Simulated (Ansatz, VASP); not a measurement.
# Be2Se in VASP and in Ansatz

```xyz
6
Lattice="5.3928 0.0000 0.0000 0.0000 5.3928 0.0000 0.0000 0.0000 3.4288" Properties=species:S:1:pos:R:3 pbc="T T T"
Be    1.5570    1.5570    0.0000
Be    1.1394    4.2534    1.7144
Be    3.8358    3.8358    0.0000
Be    4.2534    1.1394    1.7144
Se    0.0000    0.0000    0.0000
Se    2.6964    2.6964    1.7144
```

Change from the starting cell: species swapped into the RuO2 type (P4_2/mnm, No. 136).

Alike in both runs: functional PBE; k mesh 3 × 3 × 5; occupations gaussian, width 0.2 eV; no spin polarisation.

Ansatz relaxed the structure, and its values are those at the end. VASP's run is a single point on that final structure, the one shown.

```csv
,VASP,Ansatz
version,VASP 6.6.1,Ansatz 0.2.0
potentials or method,"VASP PAW PBE potentials, release 64 (Be, Se), cutoff 600 eV","scalar-relativistic, plane waves, PAW"
valence electrons in the cell,20,40
```

|  | VASP | Ansatz | Ansatz less VASP |
| --- | --- | --- | --- |
| gap on the k mesh at the Fermi level (eV) | none | none | - |
| pressure (GPa) | 0.2 | 0.1 | -0.12 |
| rms of the force components (eV/Å) | 0.031 | 0.030 | -0.0017 |

A gap of «none» marks a metal or a gap that the smearing closes. VASP's potentials hold 20 valence electrons a cell and Ansatz's 40, so a difference there can come from the potentials and not from the codes.

The k mesh is coarse, so the values compare programs but aren't converged.
